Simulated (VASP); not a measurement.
# Rh (P6_3/mmc) in VASP: notebook, part 2 of 2

VASP 6.6.1.

## Step 3: Single point, LDA

This run uses another cell than the first one, of 14.59 Å³/atom, 1.020 times its volume.

Contents of INCAR:

```
SYSTEM = Rh
PREC = Accurate
ENCUT = 520
EDIFF = 1E-7
ISMEAR = -1
SIGMA = 0.05
LREAL = .False.
LASPH = .True.
NELM = 60
ALGO = Fast
ISIF = 2
LWAVE = .False.
LCHARG = .False.
GGA = CA
NBANDS = 22
```

Contents of KPOINTS:

```
Automatic mesh
0
Gamma
  11 11 6
  0 0 0
```

Contents of POSCAR:

```
Rh
1.0
    2.7490655232      0.0000000000      0.0000000000
   -1.3745327616      2.3807605798      0.0000000000
    0.0000000000      0.0000000000      4.4578175964
Rh
2
Direct
    0.3333333333      0.6666666667      0.2500000000
    0.6666666667      0.3333333333      0.7500000000
```

Potentials or basis: VASP PAW LDA potentials, release 64 (Rh_pv).

The run is started by

```bash
$ cat potpaw_LDA.64/Rh_pv/POTCAR > POTCAR
$ mpirun -np 1 vasp_std > vasp.out
```

OUTCAR:

```text
SYSTEM = Rh
   PREC = Accurate
   ENCUT = 520
   EDIFF = 1E-7
   ISMEAR = -1
   LREAL = .False.
   LASPH = .True.
   NELM = 60
   ISIF = 2
   GGA = CA

 ion  position               nearest neighbor table
   1  0.333  0.667  0.250-   2 2.74   2 2.74   2 2.74   2 2.74   2 2.74   2 2.74
   2  0.667  0.333  0.750-   1 2.74   1 2.74   1 2.74   1 2.74   1 2.74   1 2.74

  LATTYP: Found a hexagonal cell.
 ALAT       =     2.7490655232
 C/A-ratio  =     1.6215756077

  Lattice vectors:

 A1 = (   2.7490655232,   0.0000000000,   0.0000000000)
 A2 = (  -1.3745327616,   2.3807605798,   0.0000000000)
 A3 = (   0.0000000000,   0.0000000000,   4.4578175964)

Analysis of symmetry for initial positions (statically):
=====================================================================
 Subroutine PRICEL returns:
 Original cell was already a primitive cell.

 Routine SETGRP: Setting up the symmetry group for a
 hexagonal supercell.

 Subroutine GETGRP returns: Found 24 space group operations
 (whereof 12 operations were pure point group operations)
 out of a pool of 24 trial point group operations.

The static configuration has the point symmetry D_3d.
 The point group associated with its full space group is D_6h.

Analysis of symmetry for dynamics (positions and initial velocities):
=====================================================================
 Subroutine PRICEL returns:
 Original cell was already a primitive cell.

 Routine SETGRP: Setting up the symmetry group for a
 hexagonal supercell.

 Subroutine GETGRP returns: Found 24 space group operations
 (whereof 12 operations were pure point group operations)
 out of a pool of 24 trial point group operations.

The dynamic configuration has the point symmetry D_3d.
 The point group associated with its full space group is D_6h.

 Subroutine INISYM returns: Found 24 space group operations
 (whereof 12 operations are pure point group operations),
 and found     1 'primitive' translations

[... 108 lines left out ...]
   EFERMI =   0.00;   METHOD = LEGACY
   ISMEAR =    -1;   SIGMA  =   0.05  broadening in eV -4-tet -1-fermi 0-gaus
   EFERMI_NEDOS =   21; number of points for ismear=-14 and -15
   IALGO  =     68    algorithm
   IMIX   =      4    mixing-type and parameters
     AMIX     =   0.40;   BMIX     =  1.00
     AMIX_MAG =   1.60;   BMIX_MAG =  1.00
  volume/ion in A,a.u.               =      14.59        98.44
  Fermi-wavevector in a.u.,A,eV,Ry     =   1.652371  3.122528 37.148391  2.730330
  Thomas-Fermi vector in A             =   2.740991
   LORBIT       =      0    0 simple, 1 ext, 2 COOP (PROOUT), +10 PAW based schemes
   GGA     = CA    functional components
   LHFCALC =     F    Hartree Fock is set to
   AEXX    =    0.0000 exact exchange contribution
   IVDW    =     0    specifies the selected vdW correction
   LEPSILON=     F    determine dielectric tensor
   LRPA    =     F    only Hartree local field effects (RPA)
 non-spin polarized calculation
 RMM-DIIS sequential band-by-band and
  energy-cutoff  :      520.00
  volume of cell :       29.18
 maximum number of plane-waves:       795
   NGX = 11   NGY = 11   NGZ = 17

 number of electron      30.0000003 magnetization

 Free energy of the ion-electron system (eV)
  ---------------------------------------------------
  ext. energy  EPLUGINS =         0.00000000
  ---------------------------------------------------
  free energy    TOTEN  =       -17.09486715 eV

  energy without entropy =      -17.06388185  energy(sigma->0) =      -17.07937450

 E-fermi :  10.7191     XC(G=0): -13.9765

 val. band max:       10.7071106838   @ k =   0.3636   0.1818   0.3333
 cond. band min:      10.7212690494   @ k =   0.0909   0.0909   0.3333
 fundamental gap:      0.0141583656
 Fermi energy:        10.7190606476

 k-point     1 :       0.0000    0.0000    0.0000
  band No.  band energies     occupation
      1     -36.0308      2.00000
      2     -35.4885      2.00000
      3     -35.4885      2.00000
      4     -35.4133      2.00000
      5     -35.4001      2.00000
      6     -35.4001      2.00000
[... 589 lines left out ...]
     21      26.3255      0.00000
     22      27.8787      0.00000

 [... further k-points ...]

------------------------ aborting loop because EDIFF is reached ----------------------------------------

  FORCE on cell =-STRESS in cart. coord.  units (eV):
  Direction    XX          YY          ZZ          XY          YZ          ZX
  --------------------------------------------------------------------------------------
  -------------------------------------------------------------------------------------
  Total       -4.0325040     -4.0325040     -4.3081611      0.0000000     -0.0000000      0.0000000
  in kB     -221.4431631   -221.4431631   -236.5807504      0.0000000     -0.0000000      0.0000000
  external PRESSURE =    -226.4890256 kB  Pullay stress =       0.0000000 kB

 VOLUME and BASIS-vectors are now :
 -----------------------------------------------------------------------------
  energy-cutoff  :      520.00
  volume of cell :       29.18
      direct lattice vectors                 reciprocal lattice vectors
     2.749065523  0.000000000  0.000000000     0.363759973  0.210016918  0.000000000
    -1.374532762  2.380760580  0.000000000     0.000000000  0.420033836  0.000000000
     0.000000000  0.000000000  4.457817596     0.000000000  0.000000000  0.224325015

 POSITION                                       TOTAL-FORCE (eV/Angst)
 -----------------------------------------------------------------------------------
     -0.00000      1.58717      1.11445         0.000000      0.000000      0.000000
      1.37453      0.79359      3.34336        -0.000000     -0.000000      0.000000
 -----------------------------------------------------------------------------------
    total drift:                               -0.000000      0.000000     -0.000000

  FREE ENERGIE OF THE ION-ELECTRON SYSTEM (eV)
  ---------------------------------------------------
  free  energy   TOTEN  =       -17.0948671481 eV

  energy  without entropy=      -17.0638818549  energy(sigma->0) =      -17.07937450
```

OSZICAR:

```text
N       E                     dE             d eps       ncg     rms          rms(c)
DAV:   1     0.325557410891E+03    0.32556E+03   -0.19038E+04  2816   0.157E+03
DAV:   2    -0.109157561543E+02   -0.33647E+03   -0.32476E+03  2942   0.470E+02
DAV:   3    -0.181751664823E+02   -0.72594E+01   -0.72066E+01  3290   0.775E+01
DAV:   4    -0.182242260807E+02   -0.49060E-01   -0.49054E-01  3162   0.647E+00
DAV:   5    -0.182250079683E+02   -0.78189E-03   -0.78188E-03  3326   0.844E-01    0.131E+01
RMM:   6    -0.171299544666E+02    0.10951E+01   -0.26699E+00  2895   0.134E+01    0.415E+00
RMM:   7    -0.171032550164E+02    0.26699E-01   -0.87440E-02  2976   0.219E+00    0.198E+00
RMM:   8    -0.170955589708E+02    0.76960E-02   -0.18859E-02  3064   0.143E+00    0.318E-01
RMM:   9    -0.170948371135E+02    0.72186E-03   -0.24581E-03  3271   0.443E-01    0.163E-02
RMM:  10    -0.170948658162E+02   -0.28703E-04   -0.20640E-04  3306   0.148E-01    0.138E-02
RMM:  11    -0.170948667262E+02   -0.91001E-06   -0.18692E-05  3465   0.432E-02    0.149E-03
RMM:  12    -0.170948670952E+02   -0.36898E-06   -0.36653E-06  3550   0.176E-02    0.113E-03
RMM:  13    -0.170948671481E+02   -0.52851E-07   -0.63161E-07  2950   0.709E-03
   1 F= -.17094867E+02 E0= -.17079375E+02  d E =-.309853E-01
```

Run time: 21 s. Hardware: 1 thread of Intel Xeon Platinum 8375C at 2.90GHz (Ice Lake), shared host; peak memory 0.15 GiB.

What came out:

| Quantity | Value |
| --- | --- |
| Free energy | -17.0949 eV |
| Pressure | -22.6 GPa |
| Band gap on the k mesh | zero (band 15 reaches 11.29 eV, above the bottom of band 16 at 9.13 eV) |

## Step 4: Single point, LDA

This run uses another cell than the first one, of 14.87 Å³/atom, 1.040 times its volume.

Contents of INCAR:

```
PREC = Accurate
ENCUT = 520
EDIFF = 1E-6
ISMEAR = -1
SIGMA = 0.05
LREAL = F
LASPH = T
NELM = 80
ALGO = Fast
ISIF = 2
LWAVE = F
LCHARG = F
NBANDS = 22
```

Contents of KPOINTS:

```
regular mesh
0
Gamma
  11 11 6
```

Contents of POSCAR:

```
Rh
1.0
    2.7669170982      0.0000000000      0.0000000000
   -1.3834585491      2.3962204973      0.0000000000
    0.0000000000      0.0000000000      4.4867652751
Rh
2
Direct
    0.3333333333      0.6666666667      0.2500000000
    0.6666666667      0.3333333333      0.7500000000
```

The run is started by

```bash
$ cat potpaw_LDA.64/Rh_pv/POTCAR > POTCAR
$ mpirun -np 1 vasp_std > vasp.out
```

It took 22 s on 1 thread of Intel Xeon Platinum 8375C at 2.90GHz (Ice Lake), shared host; peak memory 0.15 GiB.

It converged, with:

```yaml
Free_energy: -17.0080 eV
Pressure: -26.1 GPa
Band_gap_on_the_k_mesh: zero (band 15 reaches 10.93 eV, above the bottom of band 16 at 8.84 eV)
```

Stress tensor (GPa, compression positive):
```
-25.60   0.00   0.00
  0.00 -25.60   0.00
  0.00   0.00 -27.16
```

Levels at points of the mesh, in eV from the Fermi level:
```
           k point  band 11  band 12  band 13  band 14  band 15  band 16  band 17  band 18  band 19  band 20
(0.00, 0.00, 0.00)    -2.69    -2.23    -2.23    -1.68    -1.68     0.14     0.14     0.77     7.79    15.86
(0.00, 0.00, 0.50)    -2.79    -2.79    -2.79    -2.79    -0.38    -0.38    -0.38    -0.38    14.40    14.40
```

## Step 5: Single point, LDA

This run uses another cell than the first one, of 15.16 Å³/atom, 1.060 times its volume.

Contents of INCAR:

```
PREC = Accurate ; ENCUT = 520
EDIFF = 1E-6 ; ISMEAR = -1
SIGMA = 0.05 ; LREAL = F
LASPH = T ; NELM = 60
ALGO = Normal ; ISIF = 2
LWAVE = F ; LCHARG = F
GGA = CA ; NBANDS = 22
```

KPOINTS is that of step 4.

Contents of POSCAR:

```
Rh
1.0
    2.7845412492      0.0000000000      0.0000000000
   -1.3922706246      2.4114834597      0.0000000000
    0.0000000000      0.0000000000      4.5153441684
Rh
2
Direct
    0.3333333333      0.6666666667      0.2500000000
    0.6666666667      0.3333333333      0.7500000000
```

The run is started by

```bash
$ cat potpaw_LDA.64/Rh_pv/POTCAR > POTCAR
$ mpirun -np 1 vasp_std > vasp.out
```

Run time: 19 s. Hardware: 1 thread of Intel Xeon Platinum 8375C at 2.90GHz (Ice Lake), shared host; peak memory 0.16 GiB.

Results (log left out):

* Free energy: -16.9096 eV
* Pressure: -29.1 GPa
* Band gap on the k mesh: zero (band 15 reaches 10.59 eV, above the bottom of band 16 at 8.57 eV)

Stress tensor (GPa, compression positive):
```
-28.62   0.00   0.00
  0.00 -28.62   0.00
  0.00   0.00 -30.21
```

Levels at points of the mesh, in eV from the Fermi level:
| k point | band 11 | band 12 | band 13 | band 14 | band 15 | band 16 | band 17 | band 18 | band 19 | band 20 |
| --- | --- | --- | --- | --- | --- | --- | --- | --- | --- | --- |
| (0.00, 0.00, 0.00) | -2.61 | -2.17 | -2.17 | -1.63 | -1.63 | 0.13 | 0.13 | 0.80 | 7.62 | 15.85 |
| (0.00, 0.00, 0.50) | -2.70 | -2.70 | -2.70 | -2.70 | -0.37 | -0.37 | -0.37 | -0.37 | 14.28 | 14.28 |

## Step 6: The runs side by side

```tsv
cell	gap on the mesh (eV)	pressure (GPa)
a = 2.731, b = 2.731, c = 4.428 Å, angles 90.0, 90.0, 120.0°, 2 atoms	none	-18.6
a = 2.749, b = 2.749, c = 4.458 Å, angles 90.0, 90.0, 120.0°, 2 atoms	none	-22.6
a = 2.767, b = 2.767, c = 4.487 Å, angles 90.0, 90.0, 120.0°, 2 atoms	none	-26.1
a = 2.785, b = 2.785, c = 4.515 Å, angles 90.0, 90.0, 120.0°, 2 atoms	none	-29.1
```

Alike in all rows: task single point; level LDA; potentials or basis VASP PAW LDA potentials, release 64 (Rh_pv); no spin polarisation; k mesh 11 × 11 × 6; cutoff (eV) 520; smearing fermi-dirac 0.05 eV.

Absolute energies hang on the potentials; compare differences alone.
